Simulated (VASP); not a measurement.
Wanted: the native input for a VASP 6.6.1 run.

```
Task                   : single point
Functional             : r2SCAN
Potentials or basis    : VASP PAW PBE potentials, release 64 (C)
Cutoff                 : 520 eV
k mesh                 : 10 × 10 × 2
Occupations            : gaussian, width 0.05 eV
Spin                   : no spin polarisation
Dipole correction      : no
Further INCAR settings : ALGO = Normal; EDIFF = 1e-06; NBANDS = 36
```

The system is C.

```xyz
12
Lattice="1.7801 -1.7801 0.0000 1.7801 0.0000 -1.7801 10.5847 10.5847 10.5847" Properties=species:S:1:pos:R:3 pbc="T T T"
C     4.3022    0.7420    0.7420
C     0.7420    0.7420    0.7420
C     4.3022    2.5221    2.5221
C     7.8625    4.3022    4.3022
C     7.8625    2.5221    2.5221
C     7.8625    6.0824    6.0824
C     5.1923    1.6320    1.6320
C     5.1923   -0.1481   -0.1481
C     5.1923    3.4122    3.4122
C     8.7526    5.1923    5.1923
C     5.1923    5.1923    5.1923
C     1.6320   -0.1481   -0.1481
```

The input as run:

POSCAR

```
C
1.0
    1.7801417073     -1.7801417073      0.0000000000
    1.7801417073      0.0000000000     -1.7801417073
   10.5846684444     10.5846684444     10.5846684444
C
12
Direct
    0.6666666667      0.6666666667      0.1822186696
    0.0000000000      0.0000000000      0.0700979032
    0.3333333333      0.3333333333      0.2943394360
    0.6666666667      0.6666666667      0.5185809688
    1.0000000000      1.0000000000      0.4064602024
    0.3333333333      0.3333333333      0.6307017352
    0.6666666667      0.6666666667      0.2663092444
    1.0000000000      1.0000000000      0.1541884780
    0.3333333333      0.3333333333      0.3784300108
    0.6666666667      0.6666666667      0.6026715436
    0.0000000000      0.0000000000      0.4905507772
    0.3333333333      0.3333333333      0.0420677116
```

INCAR.step1

```
SYSTEM = C
ALGO = Normal
EDIFF = 1E-4
ENCUT = 520
GGA = PE
ISMEAR = 0
LASPH = .True.
LCHARG = .False.
LREAL = .False.
LWAVE = .True.
NBANDS = 36
NELM = 100
PREC = Accurate
SIGMA = 0.05
```

INCAR.step2

```
SYSTEM = C
ALGO = Normal
EDIFF = 1E-6
ENCUT = 520
ISIF = 2
ISMEAR = 0
ISTART = 1
LASPH = .True.
LCHARG = .False.
LMIXTAU = .True.
LREAL = .False.
LWAVE = .False.
METAGGA = R2SCAN
NBANDS = 36
NELM = 100
PREC = Accurate
SIGMA = 0.05
```

KPOINTS

```
k-points
0
Gamma
  10 10 2
  0 0 0
```

Potentials or basis: VASP PAW PBE potentials, release 64 (C).

Launch:

```sh
$ cat potpaw_PBE.64/C/POTCAR > POTCAR
$ cp INCAR.step1 INCAR
$ mpirun -np 1 vasp_std > vasp.out
$ cp INCAR.step2 INCAR
$ mpirun -np 1 vasp_std > vasp.out
```

Results of the run:

```yaml
Pressure: -1.0 GPa
Largest_force: 4.996 eV/Å
Band_gap_on_the_k_mesh: zero (band 24 reaches 5.31 eV, above the bottom of band 25 at 5.11 eV)
```

Caveat: the PAW data sets were made with another functional, which shifts forces and pressure a little.

Run time: 17 min on 1 thread of AMD EPYC 7R13 Processor (Zen 3), on a shared host, peak memory 0.22 GiB.
